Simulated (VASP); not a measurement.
# In4P in VASP: notebook

The runs below take In4P through single point, relaxation of cell and atoms, with PBE.

Program: VASP 6.6.1. These are calculated values, not measurements. Logs are shortened: lines on timing, memory, paths and dates and some standing lists are left out, and cuts for length are marked.

## (1) The cell of the first run

The typed cell holds 5 atoms: a = 5.666 Å, b = 5.666 Å, c = 5.666 Å, α = 109.47°, β = 109.47°, γ = 109.47°.

## (2) Single point, PBE

File INCAR:

```
SYSTEM = In4P
ALGO = Normal ; EDIFF = 1E-6
ENCUT = 520 ; GGA = PE
ISIF = 2 ; ISMEAR = 0
LASPH = .TRUE. ; LCHARG = .FALSE.
LREAL = .FALSE. ; LWAVE = .FALSE.
NBANDS = 36 ; NELM = 80
PREC = Accurate ; SIGMA = 0.1
```

File KPOINTS:

```
k-points
0
G
  4 4 4
  0 0 0
```

File POSCAR:

```
In4P
1.0
   -3.2711240096      3.2711240096      3.2711240096
    3.2711240096     -3.2711240096      3.2711240096
    3.2711240096      3.2711240096     -3.2711240096
In P
4 1
Direct
    0.0000000000      0.0000000000      0.5003982141
    0.5003982141      0.0000000000      0.0000000000
    0.0000000000      0.5003982141      0.0000000000
    0.4996017859      0.4996017859      0.4996017859
    0.0000000000      0.0000000000      0.0000000000
```

Potentials or basis: VASP PAW PBE potentials, release 64 (In_d, P).

The run is started by

```console
$ cat potpaw_PBE.64/In_d/POTCAR potpaw_PBE.64/P/POTCAR > POTCAR
$ mpirun -np 1 vasp_std > vasp.out
```

OUTCAR:

```text
SYSTEM = In4P
   EDIFF = 1E-6
   ENCUT = 520
   GGA = PE
   ISIF = 2
   ISMEAR = 0
   LASPH = .TRUE.
   LREAL = .FALSE.
   NELM = 80
   PREC = Accurate

 ion  position               nearest neighbor table
   1  0.000  0.000  0.500-   5 2.83   5 2.84   4 3.27   2 3.27   2 3.27   3 3.27   3 3.27   4 3.27

   2  0.500  0.000  0.000-   5 2.83   5 2.84   4 3.27   3 3.27   4 3.27   1 3.27   3 3.27   1 3.27

   3  0.000  0.500  0.000-   5 2.83   5 2.84   4 3.27   2 3.27   1 3.27   2 3.27   1 3.27   4 3.27

   4  0.500  0.500  0.500-   5 2.83   5 2.84   3 3.27   2 3.27   1 3.27   2 3.27   3 3.27   1 3.27

   5  0.000  0.000  0.000-   1 2.83   2 2.83   3 2.83   4 2.83   3 2.84   1 2.84   2 2.84   4 2.84

  LATTYP: Found a body centered cubic cell.
 ALAT       =     6.5422480192

  Lattice vectors:

 A1 = (  -3.2711240096,   3.2711240096,   3.2711240096)
 A2 = (   3.2711240096,  -3.2711240096,   3.2711240096)
 A3 = (   3.2711240096,   3.2711240096,  -3.2711240096)

Analysis of symmetry for initial positions (statically):
=====================================================================
 Subroutine PRICEL returns:
 Original cell was already a primitive cell.

 Routine SETGRP: Setting up the symmetry group for a
 body centered cubic supercell.

 Subroutine GETGRP returns: Found 24 space group operations
 (whereof 24 operations were pure point group operations)
 out of a pool of 48 trial point group operations.

The static configuration has the point symmetry T_d .

Analysis of symmetry for dynamics (positions and initial velocities):
=====================================================================
 Subroutine PRICEL returns:
 Original cell was already a primitive cell.

 Routine SETGRP: Setting up the symmetry group for a
 body centered cubic supercell.

 Subroutine GETGRP returns: Found 24 space group operations
 (whereof 24 operations were pure point group operations)
 out of a pool of 48 trial point group operations.

The dynamic configuration has the point symmetry T_d .

 Subroutine INISYM returns: Found 24 space group operations
 (whereof 24 operations are pure point group operations),
 and found     1 'primitive' translations

----------------------------------------------------------------------------------------

                                     Primitive cell

  volume of cell :     140.0074

  direct lattice vectors                    reciprocal lattice vectors
    -3.271124010  3.271124010  3.271124010     0.000000000  0.152852658  0.152852658
     3.271124010 -3.271124010  3.271124010     0.152852658  0.000000000  0.152852658
     3.271124010  3.271124010 -3.271124010     0.152852658  0.152852658  0.000000000

  length of vectors
     5.665752982  5.665752982  5.665752982     0.216166302  0.216166302  0.216166302

  position of ions in fractional coordinates (direct lattice)
     0.000000000  0.000000000  0.500398214
     0.500398214  0.000000000  0.000000000
     0.000000000  0.500398214  0.000000000
     0.499601786  0.499601786  0.499601786
     0.000000000  0.000000000  0.000000000

  ion indices of the primitive-cell ions
   primitive index   ion index
                 1           1
                 2           2
                 3           3
                 4           4
                 5           5

----------------------------------------------------------------------------------------

 KPOINTS: k-points

Automatic generation of k-mesh.
 Grid dimensions read from file:
 generate k-points for:    4    4    4

 Generating k-lattice:

  Cartesian coordinates                     Fractional coordinates (reciprocal lattice)
     0.000000000  0.038213165  0.038213165     0.250000000  0.000000000  0.000000000
     0.038213165  0.000000000  0.038213165     0.000000000  0.250000000  0.000000000
     0.038213165  0.038213165  0.000000000     0.000000000  0.000000000  0.250000000

  Length of vectors
     0.054041576  0.054041576  0.054041576

  Shift w.r.t. Gamma in fractional coordinates (k-lattice)
     0.000000000  0.000000000  0.000000000

 Subroutine IBZKPT returns following result:
 ===========================================

 Found      8 irreducible k-points:

 Following reciprocal coordinates:
            Coordinates               Weight
  0.000000  0.000000  0.000000      1.000000
  0.250000  0.000000  0.000000     12.000000
  0.500000  0.000000  0.000000      6.000000
  0.250000  0.250000  0.000000     24.000000
  0.250000  0.250000  0.250000      2.000000
 -0.250000  0.250000  0.250000      6.000000
  0.500000  0.500000  0.250000     12.000000
  0.500000  0.500000  0.500000      1.000000
   k-points           NKPTS =      8   k-points in BZ     NKDIM =      8   number of bands    NBANDS=     36
   number of dos      NEDOS =    301   number of ions     NIONS =      5
   total plane-waves  NPLWV =  74088
   dimension x,y,z NGX =    42 NGY =   42 NGZ =   42
   dimension x,y,z NGXF=    84 NGYF=   84 NGZF=   84
   ions per type =               4   1
   NGX,Y,Z   is equivalent  to a cutoff of  12.32, 12.32, 12.32 a.u.
   NGXF,Y,Z  is equivalent  to a cutoff of  24.65, 24.65, 24.65 a.u.
 SYSTEM =  In4P
   PREC   = accura    normal or accurate (medium, high low for compatibility)
   ISTART =      0    job   : 0-new  1-cont  2-samecut
   ICHARG =      2    charge: 1-file 2-atom 10-const
   ISPIN  =      1    spin polarized calculation?
   LNONCOLLINEAR =      F non collinear calculations
   LSORBIT =      F    spin-orbit coupling
   LASPH  =      T    aspherical Exc in radial PAW
   ENCUT  =  520.0 eV  38.22 Ry    6.18 a.u.  10.53 10.53 10.53*2*pi/ulx,y,z
   NELM   =     80;   NELMIN=  2; NELMDL= -5     # of ELM steps
   EDIFF  = 0.1E-05   stopping-criterion for ELM
   LREAL  =      F    real-space projection
   EDIFFG = 0.1E-04   stopping-criterion for IOM
   NSW    =      0    number of steps for IOM
   IBRION =     -1    ionic relax: 0-MD 1-quasi-New 2-CG
   NFREE  =      0    steps in history (QN), initial steepest desc. (CG)
   ISIF   =      2    stress and relaxation
   ISYM   =      2    0-nonsym 1-usesym 2-fastsym
   POTIM  = 0.5000    time-step for ionic-motion
   TEBEG  =    0.0;   TEEND  =   0.0 temperature during run
   PSTRESS=    0.0 pullay stress
   NELECT =      57.0000    total number of electrons
   NUPDOWN=      -1.0000    fix difference up-down
   EMIN   =  10.00;   EMAX   =-10.00  energy-range for DOS
   EFERMI =   0.00;   METHOD = LEGACY
   ISMEAR =     0;   SIGMA  =   0.10  broadening in eV -4-tet -1-fermi 0-gaus
   EFERMI_NEDOS =   21; number of points for ismear=-14 and -15
   IALGO  =     38    algorithm
   IMIX   =      4    mixing-type and parameters
     AMIX     =   0.40;   BMIX     =  1.00
     AMIX_MAG =   1.60;   BMIX_MAG =  1.00
  volume/ion in A,a.u.               =      28.00       188.96
  Fermi-wavevector in a.u.,A,eV,Ry     =   1.213341  2.292882 20.030439  1.472196
  Thomas-Fermi vector in A             =   2.348796
   LORBIT       =      0    0 simple, 1 ext, 2 COOP (PROOUT), +10 PAW based schemes
   GGA     = PE    functional components
   LHFCALC =     F    Hartree Fock is set to
   AEXX    =    0.0000 exact exchange contribution
   IVDW    =     0    specifies the selected vdW correction
   LEPSILON=     F    determine dielectric tensor
   LRPA    =     F    only Hartree local field effects (RPA)
 non-spin polarized calculation
 Gauss-broadening in eV      SIGMA  =   0.10
  energy-cutoff  :      520.00
  volume of cell :      140.01
 maximum number of plane-waves:      3784
   NGX = 21   NGY = 21   NGZ = 21

 number of electron      56.9999972 magnetization

 Free energy of the ion-electron system (eV)
  ---------------------------------------------------
  ext. energy  EPLUGINS =         0.00000000
  ---------------------------------------------------
  free energy    TOTEN  =       -14.58136480 eV

  energy without entropy =      -14.54587381  energy(sigma->0) =      -14.56361930

 E-fermi :   6.0325     XC(G=0):  -9.5334

 val. band max:        6.0193197472   @ k =   0.5000   0.0000   0.0000
 cond. band min:       6.0675254557   @ k =   0.2500   0.0000   0.0000
 fundamental gap:      0.0482057084
 Fermi energy:         6.0325034989

 k-point     1 :       0.0000    0.0000    0.0000
  band No.  band energies     occupation
      1      -9.0253      2.00000
      2      -8.8226      2.00000
      3      -8.8226      2.00000
      4      -8.6765      2.00000
      5      -8.6765      2.00000
      6      -8.6511      2.00000
[... 28 lines left out ...]
     35       9.9219      0.00000
     36       9.9219      0.00000

 k-point     2 :       0.2500    0.0000    0.0000
  band No.  band energies     occupation
      1      -8.9327      2.00000
      2      -8.7937      2.00000
      3      -8.7507      2.00000
      4      -8.6746      2.00000
      5      -8.6487      2.00000
      6      -8.6357      2.00000
[... 28 lines left out ...]
     35      10.1781      0.00000
     36      10.7786      0.00000

 k-point     3 :       0.5000    0.0000    0.0000
  band No.  band energies     occupation
      1      -8.7903      2.00000
      2      -8.7347      2.00000
      3      -8.7290      2.00000
      4      -8.6572      2.00000
      5      -8.5928      2.00000
      6      -8.5817      2.00000
[... 28 lines left out ...]
     35       9.8141      0.00000
     36      10.7706      0.00000

 k-point     4 :       0.2500    0.2500    0.0000
  band No.  band energies     occupation
      1      -8.8031      2.00000
      2      -8.7370      2.00000
      3      -8.6632      2.00000
      4      -8.6572      2.00000
      5      -8.6354      2.00000
      6      -8.6155      2.00000
[... 28 lines left out ...]
     35      10.3612      0.00000
     36      11.3063      0.00000

 k-point     5 :       0.2500    0.2500    0.2500
  band No.  band energies     occupation
      1      -8.7407      2.00000
      2      -8.5935      2.00000
      3      -8.5935      2.00000
      4      -8.5935      2.00000
      5      -8.5591      2.00000
      6      -8.5591      2.00000
[... 28 lines left out ...]
     35       9.0441      0.00000
     36       9.0441      0.00000

 k-point     6 :      -0.2500    0.2500    0.2500
  band No.  band energies     occupation
      1      -8.8580      2.00000
      2      -8.8081      2.00000
      3      -8.7022      2.00000
      4      -8.7022      2.00000
      5      -8.6658      2.00000
      6      -8.6332      2.00000
[... 28 lines left out ...]
     35      10.3150      0.00000
     36      11.3255      0.00000

 k-point     7 :       0.5000    0.5000    0.2500
  band No.  band energies     occupation
      1      -8.7664      2.00000
      2      -8.7656      2.00000
      3      -8.7463      2.00000
      4      -8.7229      2.00000
      5      -8.6947      2.00000
      6      -8.6627      2.00000
[... 28 lines left out ...]
     35      11.2849      0.00000
     36      11.4872      0.00000

 k-point     8 :       0.5000    0.5000    0.5000
  band No.  band energies     occupation
      1      -8.7937      2.00000
      2      -8.7937      2.00000
      3      -8.7937      2.00000
      4      -8.7164      2.00000
      5      -8.7164      2.00000
      6      -8.7164      2.00000
[... 28 lines left out ...]
     35      12.8311      0.00000
     36      12.8311      0.00000

------------------------ aborting loop because EDIFF is reached ----------------------------------------

  FORCE on cell =-STRESS in cart. coord.  units (eV):
  Direction    XX          YY          ZZ          XY          YZ          ZX
  --------------------------------------------------------------------------------------
  -------------------------------------------------------------------------------------
  Total       -0.3694294     -0.3694294     -0.3694294      0.0000000      0.0000000      0.0000000
  in kB       -4.2275717     -4.2275717     -4.2275717      0.0000000      0.0000000      0.0000000
  external PRESSURE =      -4.2275717 kB  Pullay stress =       0.0000000 kB

 VOLUME and BASIS-vectors are now :
 -----------------------------------------------------------------------------
  energy-cutoff  :      520.00
  volume of cell :      140.01
      direct lattice vectors                 reciprocal lattice vectors
    -3.271124010  3.271124010  3.271124010     0.000000000  0.152852658  0.152852658
     3.271124010 -3.271124010  3.271124010     0.152852658  0.000000000  0.152852658
     3.271124010  3.271124010 -3.271124010     0.152852658  0.152852658  0.000000000

 POSITION                                       TOTAL-FORCE (eV/Angst)
 -----------------------------------------------------------------------------------
      1.63686      1.63686     -1.63686        -0.002829     -0.002829      0.002829
     -1.63686      1.63686      1.63686         0.002829     -0.002829     -0.002829
      1.63686     -1.63686      1.63686        -0.002829      0.002829     -0.002829
      1.63426      1.63426      1.63426         0.002829      0.002829      0.002829
      0.00000      0.00000      0.00000         0.000000     -0.000000     -0.000000
 -----------------------------------------------------------------------------------
    total drift:                                0.000001      0.000001      0.000002

  FREE ENERGIE OF THE ION-ELECTRON SYSTEM (eV)
  ---------------------------------------------------
  free  energy   TOTEN  =       -14.5813647973 eV

  energy  without entropy=      -14.5458738100  energy(sigma->0) =      -14.56361930
```

Run time: 21 s. Hardware: 1 thread of Intel Xeon 6975P-C (Granite Rapids), shared host; peak memory 0.25 GiB.

What came out:

| Quantity | Value |
| --- | --- |
| Free energy | -14.5814 eV |
| Pressure | -0.4 GPa |
| Largest force | 0.005 eV/Å |

Forces on the atoms (eV/Å):
```
In  -0.003 -0.003  0.003
In   0.003 -0.003 -0.003
In  -0.003  0.003 -0.003
In   0.003  0.003  0.003
P    0.000  0.000  0.000
```

Levels at points of the mesh, in eV from the Fermi level:
```
           k point  band 24  band 25  band 26  band 27  band 28  band 29  band 30  band 31  band 32  band 33
(0.00, 0.00, 0.00)    -4.37    -4.37    -2.88    -2.88    -2.88    -0.57    -0.57    -0.57     3.17     3.17
(0.50, 0.00, 0.00)    -4.78    -4.20    -3.94    -0.17    -0.01     0.04     0.70     1.23     2.38     2.43
(0.50, 0.50, 0.50)    -6.49    -2.94    -2.94     0.57     0.57     0.57     0.58     0.83     0.83     0.83
```

Caveat: spin-orbit coupling is left out, which moves the levels of the heavy elements.

(Continued in part 2 of 2.)
